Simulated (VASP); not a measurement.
# BeSe3: relaxation of cell and atoms with PBE

Crystal: BeSe3.

```
Be Se
1.0
    -2.12982    2.12982    4.75751
     2.12982   -2.12982    4.75751
     2.12982    2.12982   -4.75751
Be Se
1 3
Direct
  0.00000 0.00000 0.00000
  0.50000 0.50000 0.00000
  0.25000 0.75000 0.50000
  0.75000 0.25000 0.50000
```

```yaml
Program: VASP 6.6.1
Task: relaxation of cell and atoms
Functional: PBE
Potentials_or_basis: VASP PAW PBE potentials, release 64 (Be, Se)
Cutoff: 600 eV
k_mesh: 6 × 6 × 6
Occupations: gaussian, width 0.1 eV
Spin: no spin polarisation
Dipole_correction: no
Further_INCAR_settings: ALGO = Normal; EDIFF = 1e-06; IBRION = 2; EDIFFG = -0.04; NSW = 90; ISIF = 3
```

The relaxed volume is 26.50 Å³/atom, the relaxed cell is a = 8.746 Å, b = 8.746 Å, c = 8.746 Å, α = 156.54°, β = 156.54°, γ = 33.42° and the space group after relaxing (to 0.1 Å) is I4/mmm (No. 139). The energy gained by relaxing is 541.5 meV/atom and the ionic steps are 17. The pressure after relaxing is 0.1 GPa and the band gap on the k mesh is zero (bands 10 and 11 overlap by 2.06 eV).

Stress tensor (GPa, compression positive):
```
 0.17  0.00  0.00
 0.00  0.17  0.00
 0.00  0.00 -0.15
```

The path:
| step | energy change (eV) | largest force (eV/Å) | pressure (GPa) | volume (Å³) |
| --- | --- | --- | --- | --- |
| 1 | 0.0000 | 0.0000 | -7.57 | 86.32 |
| 2 | -0.4999 | 0.0000 | 0.10 | 74.12 |
| 3 | -0.5181 | 0.0000 | 2.33 | 72.00 |
| 4 | -0.7554 | 0.0000 | 3.46 | 71.77 |
| 5 | -1.0146 | 0.0000 | 12.51 | 69.62 |
| 6 | -1.1072 | 0.0000 | 11.63 | 70.78 |
| 7 | -1.3969 | 0.0000 | 9.59 | 74.18 |
| 8 | -1.7876 | 0.0000 | 8.96 | 80.57 |
| 9 | -1.8022 | 0.0000 | 9.70 | 82.90 |
| 10 | -2.0272 | 0.0000 | 4.26 | 87.84 |
| 11 | -2.0963 | 0.0000 | 1.18 | 92.00 |
| 12 | -2.1010 | 0.0000 | 0.31 | 93.36 |
| 13 | -2.1010 | 0.0000 | 0.18 | 93.58 |
| 14 | -2.1089 | 0.0000 | 0.15 | 94.15 |
| 15 | -2.1287 | 0.0000 | 0.09 | 95.85 |
| 16 | -2.1540 | 0.0000 | 0.03 | 99.24 |
| 17 | -2.1662 | 0.0000 | 0.06 | 105.98 |

Final structure:
```
Be Se
1.0
    -1.77848    1.77848    8.37680
     1.77848   -1.77848    8.37680
     1.77848    1.77848   -8.37680
Be Se
1 3
Direct
  0.00000 0.00000 0.00000
  0.50000 0.50000 0.00000
  0.25000 0.75000 0.50000
  0.75000 0.25000 0.50000
```

Levels at points of the mesh, in eV from the Fermi level:
```
           k point  band 6  band 7  band 8  band 9  band 10  band 11  band 12  band 13  band 14
(0.00, 0.00, 0.00)   -5.02   -2.24   -1.47   -1.47     0.99     1.39     3.37     4.03     4.45
(0.50, 0.00, 0.00)   -2.45   -2.15   -2.15   -1.05    -0.94    -0.90    -0.01     2.12     3.69
(0.50, 0.50, 0.00)   -4.42   -4.41   -1.60   -1.57    -0.50    -0.39     3.47     5.02     5.57
(0.50, 0.50, 0.50)   -4.90   -2.58   -1.46   -1.46     1.15     1.39     3.40     4.45     4.64
```

Run time: 23 min on 1 thread of Intel Xeon 8259CL, with other jobs on the host, peak memory 0.37 GiB.

Caveat: the volume moved by over 15 % at a fixed basis, so the end points are rough.
